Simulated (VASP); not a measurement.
Set up this calculation in VASP 6.6.1, as the native input.

| Item | Value |
| --- | --- |
| Task | single point |
| Functional | r2SCAN |
| Dispersion | D3(BJ) |
| Potentials or basis | VASP PAW PBE potentials, release 64 (Ga_d, N_h) |
| Cutoff | 910 eV |
| k mesh | 10 × 10 × 5 |
| Occupations | fermi-dirac, width 0.05 eV |
| Spin | no spin polarisation |
| Dipole correction | no |
| Further INCAR settings | ALGO = Normal; EDIFF = 1e-06; NBANDS = 26 |

GaN:

```
Ga N
1.0
     3.17373    0.00000    0.00000
    -1.58686    2.74853    0.00000
     0.00000    0.00000    5.16878
Ga N
2 2
Cartesian
  1.5869 0.9162 2.5799
  0.0000 1.8324 -0.0044
  1.5869 0.9162 4.5271
  0.0000 1.8324 1.9427
```

These files were run (other wordings do the same):

POSCAR

```
GaN
1.0
    3.1737287862      0.0000000000      0.0000000000
   -1.5868643931      2.7485297536      0.0000000000
    0.0000000000      0.0000000000      5.1687804671
Ga N
2 2
Direct
    0.6666666667      0.3333333333      0.4991403188
    0.3333333333      0.6666666667     -0.0008596812
    0.6666666667      0.3333333333      0.8758596812
    0.3333333333      0.6666666667      0.3758596812
```

INCAR.step1

```
ALGO     = Normal         # electronic algorithm
EDIFF    = 1E-5           # SCF threshold, eV
ENCUT    = 910            # plane-wave cutoff, eV
GGA      = PE             # functional
GGA_COMPAT= F            
ISMEAR   = -1             # smearing method
LASPH    = T              # aspherical terms in the spheres
LCHARG   = F              # write CHGCAR
LREAL    = F              # projectors in reciprocal space
LWAVE    = T              # write WAVECAR
NBANDS   = 26             # bands
NELM     = 120            # most SCF steps
PREC     = Accurate       # precision mode
SIGMA    = 0.05           # smearing width, eV
```

INCAR.step2

```
ALGO     = Normal         # electronic algorithm
EDIFF    = 1E-6           # SCF threshold, eV
ENCUT    = 910            # plane-wave cutoff, eV
GGA_COMPAT= F            
ISIF     = 2              # what is computed and relaxed
ISMEAR   = -1             # smearing method
ISTART   = 1            
IVDW     = 12             # dispersion correction
LASPH    = T              # aspherical terms in the spheres
LCHARG   = F              # write CHGCAR
LMIXTAU  = T            
LREAL    = F              # projectors in reciprocal space
LWAVE    = F              # write WAVECAR
METAGGA  = R2SCAN         # meta-GGA
NBANDS   = 26             # bands
NELM     = 120            # most SCF steps
PREC     = Accurate       # precision mode
SIGMA    = 0.05           # smearing width, eV
VDW_A1   = 0.49484001   
VDW_A2   = 5.73083694   
VDW_S6   = 1.0          
VDW_S8   = 0.78981345
```

KPOINTS

```
k-points
0
Gamma
  10 10 5
```

Potentials or basis: VASP PAW PBE potentials, release 64 (Ga_d, N_h).

Launch:

```bash
$ cat potpaw_PBE.64/Ga_d/POTCAR potpaw_PBE.64/N_h/POTCAR > POTCAR
$ cp INCAR.step1 INCAR
$ mpirun -np 1 vasp_std > vasp.out
$ cp INCAR.step2 INCAR
$ mpirun -np 1 vasp_std > vasp.out
```

It gave:

- Pressure: 1.0 GPa
- Band gap on the k mesh: 2.40 eV
- Dispersion energy per atom: -0.122 eV

Caveat: the cutoff is under 1.25 times the usual one of these potentials, so pressure, stress and relaxed cells hold a basis-set (Pulay) error; the PAW data sets were made with another functional, which shifts forces and pressure a little.

It took 5.1 min on 1 thread of Intel(R) Xeon(R) Platinum 8259CL CPU @ 2.50GHz (Skylake/Cascade Lake) (shared host), peak memory 0.31 GiB.
